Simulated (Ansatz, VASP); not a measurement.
# Mg4CdS3: VASP beside Ansatz

```
Mg Cd S
1.0
     6.79187    0.00000    0.00000
    -3.39594    5.88194    0.00000
     0.00000    0.00000    4.84612
Mg Cd S
4 1 3
Direct
  0.52108 0.00000 0.50000
  0.00000 0.52108 0.50000
  0.47892 0.47892 0.50000
  0.00000 0.00000 0.00000
  0.00000 0.00000 0.50000
  0.64480 0.00000 0.00000
  0.00000 0.64480 0.00000
  0.35520 0.35520 0.00000
```

Alike in both runs: functional PBE; k mesh 4 × 4 × 3; occupations gaussian, width 0.2 eV; no spin polarisation.

Ansatz relaxed the structure, and its values are those at the end. VASP's run is a single point on that final structure, the one shown.

```csv
,VASP,Ansatz
version,VASP 6.6.1,Ansatz 0.2.0
potentials or method,"VASP PAW PBE potentials, release 64 (Mg, Cd, S), cutoff 600 eV","scalar-relativistic, plane waves, PAW"
valence electrons in the cell,38,78
```

VASP gave:

* gap on the k mesh at the Fermi level (eV): none
* pressure (GPa): 0.4
* rms of the force components (eV/Å): 0.011

Task: What did Ansatz give for the same quantities?

Result: gap on the k mesh at the Fermi level (eV): none; pressure (GPa): 0.5; rms of the force components (eV/Å): 0.011.

A gap of «none» marks a metal or a gap that the smearing closes. With one functional, cell and mesh, what is left measures potentials, basis and numerics. VASP's potentials hold 38 valence electrons a cell and Ansatz's 78, so a difference there can come from the potentials and not from the codes.

The k mesh is coarse, so the values compare programs but aren't converged.
